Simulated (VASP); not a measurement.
# ZnW2 (Fd-3m) in VASP: notebook, part 2 of 2

VASP 6.6.1. Earlier steps stand in the parts before.

## Step 4: Relaxation of cell and atoms, PBE

INCAR

```
SYSTEM = ZnW2
PREC = Accurate
ENCUT = 600
EDIFF = 1E-6
ISMEAR = 0
SIGMA = 0.1
LREAL = .FALSE.
LASPH = .TRUE.
NELM = 100
ALGO = Normal
ISIF = 3
LWAVE = .FALSE.
LCHARG = .FALSE.
GGA = PE
IBRION = 2
NSW = 90
EDIFFG = -0.04
```

KPOINTS

```
Automatic mesh
0
G
  4 4 4
  0 0 0
```

POSCAR

```
ZnW2
1.0
    0.0000000000      3.5960849075      3.5960849075
    3.5960849075      0.0000000000      3.5960849075
    3.5960849075      3.5960849075      0.0000000000
Zn W
2 4
Direct
    0.0000000000      0.0000000000      0.0000000000
    0.2500000000      0.2500000000      0.2500000000
    0.6250000000      0.6250000000      0.6250000000
    0.1250000000      0.6250000000      0.6250000000
    0.6250000000      0.6250000000      0.1250000000
    0.6250000000      0.1250000000      0.6250000000
```

Potentials or basis: VASP PAW PBE potentials, release 64 (Zn, W_sv).

Command:

```sh
> cat potpaw_PBE.64/Zn/POTCAR potpaw_PBE.64/W_sv/POTCAR > POTCAR
> mpirun -np 1 vasp_std > vasp.out
```

OUTCAR:

```text
SYSTEM = ZnW2
   PREC = Accurate
   ENCUT = 600
   EDIFF = 1E-6
   ISMEAR = 0
   LREAL = .FALSE.
   LASPH = .TRUE.
   NELM = 100
   ISIF = 3
   GGA = PE
   IBRION = 2
   NSW = 90
   EDIFFG = -0.04

 ion  position               nearest neighbor table
   1  0.000  0.000  0.000-   3 2.98   5 2.98   6 2.98   3 2.98   4 2.98   5 2.98   3 2.98   4 2.98
                             6 2.98   4 2.98   5 2.98   6 2.98
   2  0.250  0.250  0.250-   4 2.98   5 2.98   6 2.98   3 2.98   4 2.98   6 2.98   3 2.98   4 2.98
                             5 2.98   3 2.98   5 2.98   6 2.98
   3  0.625  0.625  0.625-   4 2.54   5 2.54   6 2.54   5 2.54   6 2.54   4 2.54   1 2.98   2 2.98
                             1 2.98   2 2.98   1 2.98   2 2.98
   4  0.125  0.625  0.625-   3 2.54   5 2.54   6 2.54   3 2.54   5 2.54   6 2.54   2 2.98   1 2.98
                             1 2.98   2 2.98   2 2.98   1 2.98
   5  0.625  0.625  0.125-   3 2.54   3 2.54   4 2.54   6 2.54   6 2.54   4 2.54   1 2.98   2 2.98
                             1 2.98   2 2.98   1 2.98   2 2.98
   6  0.625  0.125  0.625-   3 2.54   5 2.54   3 2.54   4 2.54   5 2.54   4 2.54   2 2.98   1 2.98
                             2 2.98   2 2.98   1 2.98   1 2.98

  LATTYP: Found a face centered cubic cell.
 ALAT       =     7.1921698150

  Lattice vectors:

 A1 = (   0.0000000000,   3.5960849075,   3.5960849075)
 A2 = (   3.5960849075,   0.0000000000,   3.5960849075)
 A3 = (   3.5960849075,   3.5960849075,   0.0000000000)

Analysis of symmetry for initial positions (statically):
=====================================================================
 Subroutine PRICEL returns:
 Original cell was already a primitive cell.

 Routine SETGRP: Setting up the symmetry group for a
 face centered cubic supercell.

 Subroutine GETGRP returns: Found 48 space group operations
 (whereof 24 operations were pure point group operations)
 out of a pool of 48 trial point group operations.

The static configuration has the point symmetry T_d .
 The point group associated with its full space group is O_h .

Analysis of symmetry for dynamics (positions and initial velocities):
=====================================================================
 Subroutine PRICEL returns:
 Original cell was already a primitive cell.

 Routine SETGRP: Setting up the symmetry group for a
[... 113 lines left out ...]
   ISMEAR =     0;   SIGMA  =   0.10  broadening in eV -4-tet -1-fermi 0-gaus
   EFERMI_NEDOS =   21; number of points for ismear=-14 and -15
   IALGO  =     38    algorithm
   IMIX   =      4    mixing-type and parameters
     AMIX     =   0.40;   BMIX     =  1.00
     AMIX_MAG =   1.60;   BMIX_MAG =  1.00
  volume/ion in A,a.u.               =      15.50       104.61
  Fermi-wavevector in a.u.,A,eV,Ry     =   1.556915  2.942143 32.980307  2.423984
  Thomas-Fermi vector in A             =   2.660641
   LORBIT       =      0    0 simple, 1 ext, 2 COOP (PROOUT), +10 PAW based schemes
   GGA     = PE    functional components
   LHFCALC =     F    Hartree Fock is set to
   AEXX    =    0.0000 exact exchange contribution
   IVDW    =     0    specifies the selected vdW correction
   LEPSILON=     F    determine dielectric tensor
   LRPA    =     F    only Hartree local field effects (RPA)
 conjugate gradient relaxation of ions
 non-spin polarized calculation
 Gauss-broadening in eV      SIGMA  =   0.10
  energy-cutoff  :      600.00
  volume of cell :       93.01
 maximum number of plane-waves:      3138
 NGX is ok and might be reduce to    42
   NGX = 21   NGY = 21   NGZ = 21

--------------------------------------- Ionic step        1  -------------------------------------------

 number of electron      80.0000029 magnetization

 Free energy of the ion-electron system (eV)
  ---------------------------------------------------
  ext. energy  EPLUGINS =         0.00000000
  ---------------------------------------------------
  free energy    TOTEN  =       -48.37900828 eV

  energy without entropy =      -48.33299886  energy(sigma->0) =      -48.35600357

------------------------ aborting loop because EDIFF is reached ----------------------------------------

  FORCE on cell =-STRESS in cart. coord.  units (eV):
  Direction    XX          YY          ZZ          XY          YZ          ZX
  --------------------------------------------------------------------------------------
  -------------------------------------------------------------------------------------
  Total       16.8143015     16.8143015     16.8143015     -0.0000000      0.0000000      0.0000000
  in kB      289.6473805    289.6473805    289.6473805     -0.0000000      0.0000000      0.0000000
  external PRESSURE =     289.6473805 kB  Pullay stress =       0.0000000 kB
[... 107 lines left out ...]
--------------------------------------- Ionic step        4  -------------------------------------------

 number of electron      80.0000019 magnetization

 Free energy of the ion-electron system (eV)
  ---------------------------------------------------
  ext. energy  EPLUGINS =         0.00000000
  ---------------------------------------------------
  free energy    TOTEN  =       -49.35484254 eV

  energy without entropy =      -49.31717886  energy(sigma->0) =      -49.33601070

 E-fermi :   7.2079     XC(G=0): -12.2605

 val. band max:        7.1595033271   @ k =   0.2500   0.2500   0.0000
 cond. band min:       7.2167252951   @ k =   0.2500   0.0000   0.0000
 fundamental gap:      0.0572219680
 Fermi energy:         7.2079459649

 k-point     1 :       0.0000    0.0000    0.0000
  band No.  band energies     occupation
      1     -66.7145      2.00000
      2     -66.5362      2.00000
      3     -66.5362      2.00000
      4     -66.5362      2.00000
      5     -32.0143      2.00000
      6     -31.3305      2.00000
[... 430 lines left out ...]
  FREE ENERGIE OF THE ION-ELECTRON SYSTEM (eV)
  ---------------------------------------------------
  free  energy   TOTEN  =       -49.3548425397 eV

  energy  without entropy=      -49.3171788645  energy(sigma->0) =      -49.33601070

 reached required accuracy - stopping structural energy minimisation
```

OSZICAR:

```text
N       E                     dE             d eps       ncg     rms          rms(c)
DAV:   1     0.106273754250E+04    0.10627E+04   -0.48003E+04   768   0.248E+03
DAV:   2     0.396403416976E+02   -0.10231E+04   -0.99461E+03   768   0.677E+02
DAV:   3    -0.470674768969E+02   -0.86708E+02   -0.80865E+02   840   0.186E+02
[... 42 lines left out ...]
DAV:   4    -0.493552892094E+02    0.54495E-03   -0.12495E-03   984   0.318E-01    0.336E-01
DAV:   5    -0.493548511961E+02    0.43801E-03   -0.12357E-03   928   0.243E-01    0.613E-02
DAV:   6    -0.493548510351E+02    0.16099E-06   -0.32304E-04   872   0.102E-01    0.348E-02
DAV:   7    -0.493548423934E+02    0.86417E-05   -0.51306E-05   960   0.560E-02    0.784E-03
DAV:   8    -0.493548425397E+02   -0.14632E-06   -0.23979E-06   624   0.105E-02
   4 F= -.49354843E+02 E0= -.49336011E+02  d E =-.975834E+00
```

CONTCAR:

```text
ZnW2
   1.00000000000000
     0.0000000000000000    3.7468069634617187    3.7468069634617187
     3.7468069634617187   -0.0000000000000000    3.7468069634617187
     3.7468069634617187    3.7468069634617187   -0.0000000000000000
  Zn              W
     2     4
Direct
     0.0000000000000000    0.0000000000000000    0.0000000000000000
     0.2500000000000000    0.2500000000000000    0.2500000000000000
     0.6250000000000000    0.6250000000000000    0.6250000000000000
     0.1250000000000000    0.6250000000000000    0.6250000000000000
     0.6250000000000000    0.6250000000000000    0.1250000000000000
     0.6250000000000000    0.1250000000000000    0.6250000000000000

  0.00000000E+00  0.00000000E+00  0.00000000E+00
  0.00000000E+00  0.00000000E+00  0.00000000E+00
  0.00000000E+00  0.00000000E+00  0.00000000E+00
  0.00000000E+00  0.00000000E+00  0.00000000E+00
  0.00000000E+00  0.00000000E+00  0.00000000E+00
  0.00000000E+00  0.00000000E+00  0.00000000E+00
```

Wall time 2.3 min (1 thread of Intel Xeon 6975P-C (Granite Rapids), shared host); peak memory 0.28 GiB.

Results:

* Free energy: -49.3548 eV
* Relaxed volume: 17.53 Å³/atom
* Relaxed cell: a = 5.299 Å, b = 5.299 Å, c = 5.299 Å, α = 60.00°, β = 60.00°, γ = 60.00°
* Space group after relaxing (to 0.1 Å): Fd-3m (No. 227)
* Energy gained by relaxing: 162.6 meV/atom
* Ionic steps: 4
* Pressure after relaxing: -0.3 GPa
* Band gap on the k mesh: zero (bands 40 and 41 overlap by 1.34 eV)

Step by step:
| step | energy change (eV) | largest force (eV/Å) | pressure (GPa) | volume (Å³) |
| --- | --- | --- | --- | --- |
| 1 | 0.0000 | 0.0000 | 28.96 | 93.01 |
| 2 | 2.2902 | 0.0000 | -26.55 | 136.06 |
| 3 | -0.9692 | 0.0000 | -1.89 | 106.15 |
| 4 | -0.9758 | 0.0000 | -0.34 | 105.20 |

Final structure:
```
CELL_PARAMETERS angstrom
0.00000 3.74681 3.74681
3.74681 0.00000 3.74681
3.74681 3.74681 0.00000
ATOMIC_POSITIONS crystal
Zn 0.00000 0.00000 0.00000
Zn 0.25000 0.25000 0.25000
W 0.62500 0.62500 0.62500
W 0.12500 0.62500 0.62500
W 0.62500 0.62500 0.12500
W 0.62500 0.12500 0.62500
```

Caveat: the k points lie up to 0.36 Å⁻¹ apart in the final cell, too coarse for converged energies and pressures of a metal; spin-orbit coupling is left out, which moves the levels of the heavy elements.

## Step 5: Summary

```csv
task,cell,cutoff (eV),gap on the mesh (eV),pressure (GPa)
single point,"a = 5.086 Å, angles 60.0°, 6 atoms",520,none,28.9
single point,"a = 5.291 Å, angles 60.0°, 6 atoms",520,none,0.5
relaxation of cell and atoms,"relaxed from a = 5.086 Å, angles 60.0°, 6 atoms",600,none,-0.3
```

Alike in all rows: level PBE; potentials or basis VASP PAW PBE potentials, release 64 (Zn, W_sv); no spin polarisation; k mesh 4 × 4 × 4; smearing gaussian 0.1 eV.

Caveats: all runs use coarse meshes; spin-orbit coupling is left out, which moves the levels of the heavy elements.

Total energies depend on the potentials used, so only differences within one code and one set of settings carry meaning.
